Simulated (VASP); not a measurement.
# La2MgSe4 (Fd-3m) in VASP: settings compared

La2MgSe4 is run at these levels: PBE, r2SCAN; tasks: electric field gradients.

Program: VASP 6.6.1. These are calculated values, not measurements. Logs are shortened: lines on timing, memory, paths and dates and some standing lists are left out, and cuts for length are marked.

**1. The cell of the first run**

It takes space group Fd-3m (No. 227, cubic). Conventional cell: a = 12.152 Å, b = 12.152 Å, c = 12.152 Å, α = 90.00°, β = 90.00°, γ = 90.00°. La (site symmetry -3m) has 6 Se at 3.02 Å within 4.0 Å. Mg (site symmetry -43m) has 4 Se at 2.67 Å within 3.5 Å. Se (site symmetry 3m) has 1 Mg at 2.67 Å and 3 La at 3.02 Å within 3.5 Å.

**2. Electric field gradients, PBE**

Input file INCAR:

```
SYSTEM = La2MgSe4
  ALGO = Normal
  EDIFF = 1E-8
  ENCUT = 520
  GGA = PE
  ISIF = 2
  ISMEAR = -1
  LASPH = .True.
  LCHARG = .False.
  LEFG = .True.
  LREAL = .False.
  LWAVE = .False.
  NBANDS = 61
  NELM = 100
  PREC = Accurate
  SIGMA = 0.02
```

Input file KPOINTS:

```
k-points
0
Gamma
  4 4 4
  0 0 0
```

Input file POSCAR:

```
La2MgSe4
1.0
    0.0000000000      6.0762400000      6.0762400000
    6.0762400000      0.0000000000      6.0762400000
    6.0762400000      6.0762400000      0.0000000000
La Mg Se
4 2 8
Direct
    0.1250000000      0.6250000000      0.1250000000
    0.1250000000      0.1250000000      0.6250000000
    0.6250000000      0.1250000000      0.1250000000
    0.1250000000      0.1250000000      0.1250000000
    0.5000000000      0.5000000000      0.5000000000
    0.7500000000      0.7500000000      0.7500000000
    0.8768210000      0.8768210000      0.8768210000
    0.3695370000      0.8768210000      0.8768210000
    0.8768210000      0.3695370000      0.8768210000
    0.8768210000      0.8768210000      0.3695370000
    0.3731790000      0.3731790000      0.8804630000
    0.3731790000      0.8804630000      0.3731790000
    0.8804630000      0.3731790000      0.3731790000
    0.3731790000      0.3731790000      0.3731790000
```

Potentials or basis: VASP PAW PBE potentials, release 64 (La, Mg, Se).

Started as:

```bash
> cat potpaw_PBE.64/La/POTCAR potpaw_PBE.64/Mg/POTCAR potpaw_PBE.64/Se/POTCAR > POTCAR
> mpirun -np 1 vasp_std > vasp.out
```

OUTCAR:

```text
SYSTEM = La2MgSe4
   EDIFF = 1E-8
   ENCUT = 520
   GGA = PE
   ISIF = 2
   ISMEAR = -1
   LASPH = .True.
   LREAL = .False.
   NELM = 100
   PREC = Accurate

 ion  position               nearest neighbor table
   1  0.125  0.625  0.125-   7 3.02   8 3.02  13 3.02  14 3.02  10 3.02  11 3.02
   2  0.125  0.125  0.625-   7 3.02  14 3.02   9 3.02  12 3.02  13 3.02   8 3.02
   3  0.625  0.125  0.125-   7 3.02   9 3.02  12 3.02  14 3.02  10 3.02  11 3.02
   4  0.125  0.125  0.125-  10 3.02  11 3.02   8 3.02   9 3.02  12 3.02  13 3.02
   5  0.500  0.500  0.500-  11 2.67  12 2.67  13 2.67  14 2.67
   6  0.750  0.750  0.750-   8 2.67   9 2.67  10 2.67   7 2.67
   7  0.877  0.877  0.877-   6 2.67   2 3.02   3 3.02   1 3.02
   8  0.370  0.877  0.877-   6 2.67   4 3.02   1 3.02   2 3.02
   9  0.877  0.370  0.877-   6 2.67   4 3.02   3 3.02   2 3.02
  10  0.877  0.877  0.370-   6 2.67   4 3.02   1 3.02   3 3.02
  11  0.373  0.373  0.880-   5 2.67   4 3.02   1 3.02   3 3.02
  12  0.373  0.880  0.373-   5 2.67   4 3.02   3 3.02   2 3.02
  13  0.880  0.373  0.373-   5 2.67   4 3.02   1 3.02   2 3.02
  14  0.373  0.373  0.373-   5 2.67   2 3.02   3 3.02   1 3.02

  LATTYP: Found a face centered cubic cell.
 ALAT       =    12.1524800000

  Lattice vectors:

 A1 = (   0.0000000000,   6.0762400000,   6.0762400000)
 A2 = (   6.0762400000,   0.0000000000,   6.0762400000)
 A3 = (   6.0762400000,   6.0762400000,   0.0000000000)

Analysis of symmetry for initial positions (statically):
=====================================================================
 Subroutine PRICEL returns:
 Original cell was already a primitive cell.

 Routine SETGRP: Setting up the symmetry group for a
 face centered cubic supercell.

 Subroutine GETGRP returns: Found 48 space group operations
 (whereof 24 operations were pure point group operations)
 out of a pool of 48 trial point group operations.

The static configuration has the point symmetry T_d .
 The point group associated with its full space group is O_h .

Analysis of symmetry for dynamics (positions and initial velocities):
=====================================================================
 Subroutine PRICEL returns:
 Original cell was already a primitive cell.

 Routine SETGRP: Setting up the symmetry group for a
 face centered cubic supercell.

 Subroutine GETGRP returns: Found 48 space group operations
 (whereof 24 operations were pure point group operations)
 out of a pool of 48 trial point group operations.

The dynamic configuration has the point symmetry T_d .
 The point group associated with its full space group is O_h .

 Subroutine INISYM returns: Found 48 space group operations
 (whereof 24 operations are pure point group operations),
 and found     1 'primitive' translations

----------------------------------------------------------------------------------------

                                     Primitive cell

  volume of cell :     448.6780

  direct lattice vectors                    reciprocal lattice vectors
     0.000000000  6.076240000  6.076240000    -0.082287731  0.082287731  0.082287731
     6.076240000  0.000000000  6.076240000     0.082287731 -0.082287731  0.082287731
     6.076240000  6.076240000  0.000000000     0.082287731  0.082287731 -0.082287731

  length of vectors
     8.593101016  8.593101016  8.593101016     0.142526530  0.142526530  0.142526530

  position of ions in fractional coordinates (direct lattice)
     0.125000000  0.625000000  0.125000000
     0.125000000  0.125000000  0.625000000
     0.625000000  0.125000000  0.125000000
     0.125000000  0.125000000  0.125000000
     0.500000000  0.500000000  0.500000000
     0.750000000  0.750000000  0.750000000
     0.876821000  0.876821000  0.876821000
     0.369537000  0.876821000  0.876821000
     0.876821000  0.369537000  0.876821000
     0.876821000  0.876821000  0.369537000
     0.373179000  0.373179000  0.880463000
     0.373179000  0.880463000  0.373179000
     0.880463000  0.373179000  0.373179000
     0.373179000  0.373179000  0.373179000

  ion indices of the primitive-cell ions
   primitive index   ion index
                 1           1
[... 105 lines left out ...]
 number of electron      95.9999993 magnetization

 Free energy of the ion-electron system (eV)
  ---------------------------------------------------
  ext. energy  EPLUGINS =         0.00000000
  ---------------------------------------------------
  free energy    TOTEN  =       -74.74896416 eV

  energy without entropy =      -74.74896416  energy(sigma->0) =      -74.74896416

 E-fermi :   2.9585     XC(G=0):  -8.4385

 val. band max:        2.4647477077   @ k =   0.0000   0.0000   0.0000
 cond. band min:       3.7812928382   @ k =   0.0000   0.0000   0.0000
 fundamental gap:      1.3165451305
 Fermi energy:         2.9585076856

 k-point     1 :       0.0000    0.0000    0.0000
  band No.  band energies     occupation
      1     -29.0566      2.00000
      2     -29.0259      2.00000
      3     -29.0259      2.00000
      4     -29.0259      2.00000
      5     -13.3619      2.00000
      6     -13.1134      2.00000
[... 493 lines left out ...]
     59       5.6655      0.00000
     60       5.6680      0.00000
 [bands above 60 left out]

------------------------ aborting loop because EDIFF is reached ----------------------------------------

  FORCE on cell =-STRESS in cart. coord.  units (eV):
  Direction    XX          YY          ZZ          XY          YZ          ZX
  --------------------------------------------------------------------------------------
  -------------------------------------------------------------------------------------
  Total        0.0624205      0.0624205      0.0624205     -0.0000000      0.0000000     -0.0000000
  in kB        0.2228966      0.2228966      0.2228966     -0.0000000      0.0000000     -0.0000000
  external PRESSURE =       0.2228966 kB  Pullay stress =       0.0000000 kB

 VOLUME and BASIS-vectors are now :
 -----------------------------------------------------------------------------
  energy-cutoff  :      520.00
  volume of cell :      448.68
      direct lattice vectors                 reciprocal lattice vectors
     0.000000000  6.076240000  6.076240000    -0.082287731  0.082287731  0.082287731
     6.076240000  0.000000000  6.076240000     0.082287731 -0.082287731  0.082287731
     6.076240000  6.076240000  0.000000000     0.082287731  0.082287731 -0.082287731

 POSITION                                       TOTAL-FORCE (eV/Angst)
 -----------------------------------------------------------------------------------
      4.55718      1.51906      4.55718         0.000000      0.000000      0.000000
      4.55718      4.55718      1.51906         0.000000      0.000000      0.000000
      1.51906      4.55718      4.55718         0.000000      0.000000      0.000000
      1.51906      1.51906      1.51906         0.000000      0.000000      0.000000
      6.07624      6.07624      6.07624         0.000000      0.000000      0.000000
      9.11436      9.11436      9.11436         0.000000      0.000000      0.000000
     10.65555     10.65555     10.65555        -0.001594     -0.001594     -0.001594
     10.65555      7.57317      7.57317        -0.001594      0.001594      0.001594
      7.57317     10.65555      7.57317         0.001594     -0.001594      0.001594
      7.57317      7.57317     10.65555         0.001594      0.001594     -0.001594
      7.61743      7.61743      4.53505        -0.001594     -0.001594      0.001594
      7.61743      4.53505      7.61743        -0.001594      0.001594     -0.001594
      4.53505      7.61743      7.61743         0.001594     -0.001594     -0.001594
      4.53505      4.53505      4.53505         0.001594      0.001594      0.001594
 -----------------------------------------------------------------------------------
    total drift:                                0.000000      0.000000     -0.000000

  FREE ENERGIE OF THE ION-ELECTRON SYSTEM (eV)
  ---------------------------------------------------
  free  energy   TOTEN  =       -74.7489641571 eV

  energy  without entropy=      -74.7489641571  energy(sigma->0) =      -74.74896416

 Electric field gradients (V/A^2)
---------------------------------------------------------------------
 ion       V_xx      V_yy      V_zz      V_xy      V_xz      V_yz
---------------------------------------------------------------------
   1       0.000    -0.000     0.000   -11.288    11.288   -11.288
   2       0.000     0.000    -0.000    11.288   -11.288   -11.288
   3      -0.000     0.000     0.000   -11.288   -11.288    11.288
   4      -0.000     0.000    -0.000    11.288    11.288    11.288
   5      -0.000    -0.000    -0.000    -0.000    -0.000    -0.000
   6      -0.000    -0.000    -0.000    -0.000    -0.000    -0.000
   7      -0.000     0.000     0.000    46.490    46.490    46.490
   8       0.000    -0.000    -0.000   -46.490   -46.490    46.490
   9      -0.000     0.000    -0.000   -46.490    46.490   -46.490
  10      -0.000    -0.000     0.000    46.490   -46.490   -46.490
  11      -0.000    -0.000     0.000    46.490   -46.490   -46.490
  12      -0.000     0.000    -0.000   -46.490    46.490   -46.490
  13       0.000    -0.000    -0.000   -46.490   -46.490    46.490
  14       0.000    -0.000     0.000    46.490    46.490    46.490
---------------------------------------------------------------------

 Electric field gradients after diagonalization (V/A^2)
 (convention: |V_zz| > |V_xx| > |V_yy|)
----------------------------------------------------------------------
 ion       V_xx      V_yy      V_zz     asymmetry (V_yy - V_xx)/ V_zz
----------------------------------------------------------------------
   1     -11.288   -11.288    22.576       0.000
   2     -11.288   -11.288    22.576       0.000
   3     -11.288   -11.288    22.576       0.000
   4     -11.288   -11.288    22.577       0.000
   5       0.000     0.000    -0.000       0.000
   6       0.000     0.000    -0.000       0.000
   7     -46.490   -46.490    92.981       0.000
   8     -46.490   -46.490    92.980       0.000
   9     -46.490   -46.490    92.980       0.000
  10     -46.490   -46.490    92.980       0.000
  11     -46.490   -46.490    92.980       0.000
  12     -46.490   -46.490    92.980       0.000
  13     -46.490   -46.490    92.980       0.000
  14     -46.490   -46.490    92.981       0.000
----------------------------------------------------------------------

           NMR quadrupolar parameters

 Cq : quadrupolar parameter    Cq=e*Q*V_zz/h
 eta: asymmetry parameters     (V_yy - V_xx)/ V_zz
 Q  : nuclear electric quadrupole moment in mb (millibarn)
----------------------------------------------------------------------
 ion       Cq(MHz)       eta       Q (mb)
----------------------------------------------------------------------
   1       0.055       0.000       1.000
   2       0.055       0.000       1.000
   3       0.055       0.000       1.000
   4       0.055       0.000       1.000
   5      -0.000       0.000       1.000
   6      -0.000       0.000       1.000
   7       0.225       0.000       1.000
   8       0.225       0.000       1.000
   9       0.225       0.000       1.000
  10       0.225       0.000       1.000
  11       0.225       0.000       1.000
  12       0.225       0.000       1.000
  13       0.225       0.000       1.000
  14       0.225       0.000       1.000
----------------------------------------------------------------------
```

It took 9.2 min on 1 thread of Intel Xeon Platinum 8488C (Sapphire Rapids), shared host; peak memory 0.69 GiB.

Results:

* Free energy: -74.7490 eV
* Pressure: 0.0 GPa
* Band gap on the k mesh: 1.32 eV
* Largest electric field gradient by atom: La +22.6; Mg +0.0; Se +93.0 V/Å²

Forces on the atoms (eV/Å):
```
La   0.000  0.000  0.000
La   0.000  0.000  0.000
La   0.000  0.000  0.000
La   0.000  0.000  0.000
Mg   0.000  0.000  0.000
Mg   0.000  0.000  0.000
Se  -0.002 -0.002 -0.002
Se  -0.002  0.002  0.002
Se   0.002 -0.002  0.002
Se   0.002  0.002 -0.002
Se  -0.002 -0.002  0.002
Se  -0.002  0.002 -0.002
Se   0.002 -0.002 -0.002
Se   0.002  0.002  0.002
```

Levels at points of the mesh, in eV from the valence-band top:
```csv
k point,band 45,band 46,band 47,band 48,band 49,band 50,band 51,band 52
"(0.00, 0.00, 0.00)",-0.29,0.00,0.00,0.00,1.32,2.16,2.16,2.75
"(0.50, 0.00, 0.00)",-0.39,-0.12,-0.12,-0.01,2.36,2.42,2.73,2.73
"(0.50, 0.50, 0.00)",-0.54,-0.54,-0.20,-0.20,2.37,2.37,2.93,2.93
```

Electric field gradients, principal values (V/Å²):
```csv
atom,least,middle,greatest (by size)
1 La,-11.288,-11.288,22.576
2 La,-11.288,-11.288,22.576
3 La,-11.288,-11.288,22.576
4 La,-11.288,-11.288,22.577
5 Mg,0.000,0.000,0.000
6 Mg,0.000,0.000,0.000
7 Se,-46.490,-46.490,92.981
8 Se,-46.490,-46.490,92.980
9 Se,-46.490,-46.490,92.980
10 Se,-46.490,-46.490,92.980
11 Se,-46.490,-46.490,92.980
12 Se,-46.490,-46.490,92.980
13 Se,-46.490,-46.490,92.980
14 Se,-46.490,-46.490,92.981
```

Caveat: without QUAD_EFG the Cq values of the log hold for a quadrupole moment of 1 mb, not for the nuclei; spin-orbit coupling is left out, which moves the levels of the heavy elements. A k mesh can miss the band edges.

(Part 1 of 2 ends here.)
